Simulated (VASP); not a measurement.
MnO2, 3 atoms in the cell. The structure is trigonal, space group P-3m1 (No. 164). Conventional cell: a = 2.857 Å, b = 2.857 Å, c = 4.601 Å, α = 90.00°, β = 90.00°, γ = 120.00°. Mn (site symmetry -3m) has 6 O at 1.90 Å within 2.5 Å. O (site symmetry 3m) has 3 Mn at 1.90 Å and 3 O at 2.51 Å within 2.6 Å. 

| Item | Value |
| --- | --- |
| Program | VASP 6.6.1 |
| Task | single point |
| Functional | LDA |
| Potentials or basis | VASP PAW LDA potentials, release 64 (Mn_sv, O) |
| Cutoff | 700 eV |
| k mesh | 11 × 11 × 6 |
| Occupations | fermi-dirac, width 0.03 eV |
| Spin | no spin polarisation |
| Dipole correction | no |
| Further INCAR settings | ALGO = Normal; EDIFF = 1e-06; NBANDS = 20 |

Potentials or basis: VASP PAW LDA potentials, release 64 (Mn_sv, O).

Command:

```bash
$ cat potpaw_LDA.64/Mn_sv/POTCAR potpaw_LDA.64/O/POTCAR > POTCAR
$ mpirun -np 1 vasp_std > vasp.out
```

Hardware: 1 thread of AMD EPYC 7R13 Processor (Zen 3), with other jobs on the host.

Problem. How long does it take, and how much memory?

Solution. Run time: 80 s on 1 thread of AMD EPYC 7R13 Processor (Zen 3), on a shared host, peak memory 0.17 GiB. Counts: scf iterations 16, k points 84.
